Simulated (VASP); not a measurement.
## Sb: electric field gradients with PBE

The system is Sb.

```
Sb
1.0
     3.41333    0.00000    0.00000
    -1.70667    2.95603    0.00000
     0.00000    0.00000    5.40014
Sb
2
Direct
  0.33333 0.66667 0.25000
  0.66667 0.33333 0.75000
```

This cell differs from its parent crystal: volume scaled by 1.04.

| Quantity | Value |
| --- | --- |
| Program | VASP 6.6.1 |
| Task | electric field gradients |
| Functional | PBE |
| Potentials or basis | VASP PAW PBE potentials, release 64 (Sb) |
| Cutoff | 520 eV |
| k mesh | 12 × 12 × 7 |
| Occupations | fermi-dirac, width 0.05 eV |
| Spin | no spin polarisation |
| Dipole correction | no |
| Further INCAR settings | ALGO = Normal; EDIFF = 1e-08; NBANDS = 12 |

```json
{
  "Pressure": "0.2 GPa",
  "Band gap on the k mesh": "zero (band 5 reaches 12.20 eV, above the bottom of band 6 at 5.58 eV)"
}
```

Stress tensor (GPa, compression positive):
```
 0.58  0.00  0.00
 0.00  0.58  0.00
 0.00  0.00 -0.48
```

Levels at points of the mesh, in eV from the Fermi level:
```tsv
k point	band 2	band 3	band 4	band 5	band 6	band 7	band 8	band 9
(0.00, 0.00, 0.00)	-8.88	-5.72	3.14	3.14	4.85	4.85	5.71	7.21
(0.50, 0.00, 0.00)	-8.14	-4.19	-2.83	-2.31	-0.16	0.10	3.58	4.21
```

Electric field gradients, principal values (V/Å²):
| atom | least | middle | greatest (by size) |
| --- | --- | --- | --- |
| 1 Sb | -11.205 | -11.206 | 22.411 |
| 2 Sb | -11.205 | -11.206 | 22.411 |

Run time: 31 s on 1 thread of Intel Xeon 6975P-C (shared host), peak memory 0.2 GiB.

Caveat: without QUAD_EFG the Cq values of the log hold for a quadrupole moment of 1 mb, not for the nuclei; spin-orbit coupling is left out, which moves the levels of the heavy elements.
